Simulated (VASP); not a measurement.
Crystal: KCdI3.

```xyz
5
Lattice="5.9370 0.0000 0.0000 0.0000 5.9370 0.0000 0.0000 0.0000 5.9370" Properties=species:S:1:pos:R:3 pbc="T T T"
K     0.0000    0.0000    0.0000
Cd    2.9685    2.9685    2.9685
I     2.9685    2.9685    0.0000
I     2.9685    0.0000    2.9685
I     0.0000    2.9685    2.9685
```

Base run:

| Item | Value |
| --- | --- |
| Program | VASP 6.6.1 |
| Functional | PBE |
| Potentials or basis | VASP PAW PBE potentials, release 64 (K_sv, Cd, I) |
| Cutoff | 520 eV |
| k mesh | 4 × 4 × 4 |
| Occupations | fermi-dirac, width 0.02 eV |
| Spin | no spin polarisation |

Its results: band gap on the k mesh zero (band 21 reaches 0.92 eV, above the bottom of band 22 at 0.65 eV); pressure 0.6 GPa.

Problem. The run is repeated on the same cell with these changes: functional from PBE to r2SCAN. What comes out?

Solution. Band gap on the k mesh 0.17 eV, indirect (least direct gap 0.67 eV); pressure 0.1 GPa.

r2SCAN gives the wider gap, since meta-GGAs in the generalised Kohn-Sham scheme recover part of the derivative discontinuity.

Caveats: spin-orbit coupling is left out, which moves the levels of the heavy elements; the PAW data sets were made with another functional, which shifts forces and pressure a little (some runs).

A k mesh can miss the band edges.
